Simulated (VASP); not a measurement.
# Ta: single point with PBE

Crystal: Ta.

```
Ta
1.0
     2.90037    0.00000    0.00000
    -1.45019    2.51180    0.00000
     0.00000    0.00000    5.16627
Ta
2
Direct
  0.33333 0.66667 0.25000
  0.66667 0.33333 0.75000
```

```json
{
  "Program": "VASP 6.6.1",
  "Task": "single point",
  "Functional": "PBE",
  "Potentials or basis": "VASP PAW PBE potentials, release 64 (Ta_pv)",
  "Cutoff": "520 eV",
  "k mesh": "11 × 11 × 5",
  "Occupations": "gaussian, width 0.02 eV",
  "Spin": "no spin polarisation",
  "Dipole correction": "no",
  "Further INCAR settings": "ALGO = Normal; EDIFF = 1e-06; NBANDS = 18"
}
```

```yaml
Pressure: -1.0 GPa
Band_gap_on_the_k_mesh: zero (band 11 reaches 6.47 eV, above the bottom of band 12 at 5.03 eV)
```

Stress tensor (GPa, compression positive):
```
-1.61  0.00  0.00
 0.00 -1.61  0.00
 0.00  0.00  0.15
```

Levels at points of the mesh, in eV from the Fermi level:
```tsv
k point	band 9	band 10	band 11	band 12	band 13	band 14
(0.00, 0.00, 0.00)	-0.61	-0.19	0.55	0.55	1.11	1.11
```

Run time: 46 s on 1 thread of AMD EPYC 7R13 (shared host), peak memory 0.14 GiB.

Caveat: spin-orbit coupling is left out, which moves the levels of the heavy elements.
